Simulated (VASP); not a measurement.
## Hf: single point with RPBE

The system is Hf.

```xyz
3
Lattice="4.9032 0.0000 0.0000 -2.4516 4.2463 0.0000 0.0000 0.0000 3.0409" Properties=species:S:1:pos:R:3 pbc="T T T"
Hf    2.4516    4.2463    0.0000
Hf    0.0000    2.8309    1.5204
Hf    2.4516    1.4154    1.5204
```

This cell differs from its parent crystal: volume scaled by 0.92.

| Item | Value |
| --- | --- |
| Program | VASP 6.6.1 |
| Task | single point |
| Functional | RPBE |
| Potentials or basis | VASP PAW PBE potentials, release 64 (Hf_pv) |
| Cutoff | 520 eV |
| k mesh | 8 × 8 × 11 |
| Occupations | fermi-dirac, width 0.1 eV |
| Spin | no spin polarisation |
| Dipole correction | no |
| Further INCAR settings | ALGO = Normal; EDIFF = 1e-06; NBANDS = 22 |

- Pressure: 9.3 GPa
- Band gap on the k mesh: zero (band 15 reaches 5.60 eV, above the bottom of band 16 at 4.63 eV)

Stress tensor (GPa, compression positive):
```
9.11 0.00 0.00
0.00 9.11 0.00
0.00 0.00 9.62
```

Levels at points of the mesh, in eV from the Fermi level:
```
           k point  band 12  band 13  band 14  band 15  band 16  band 17  band 18  band 19
(0.00, 0.00, 0.00)    -0.63    -0.63    -0.62    -0.62    -0.61     1.16     2.23     2.23
(0.50, 0.00, 0.00)    -3.66    -0.51    -0.45    -0.38     0.17     0.91     1.19     1.67
```

Run time: 25 s on 1 thread of Intel(R) Xeon(R) 6975P-C (Granite Rapids), on a shared host, peak memory 0.21 GiB.

Caveat: the PAW data sets were made with another functional, which shifts forces and pressure a little; spin-orbit coupling is left out, which moves the levels of the heavy elements.
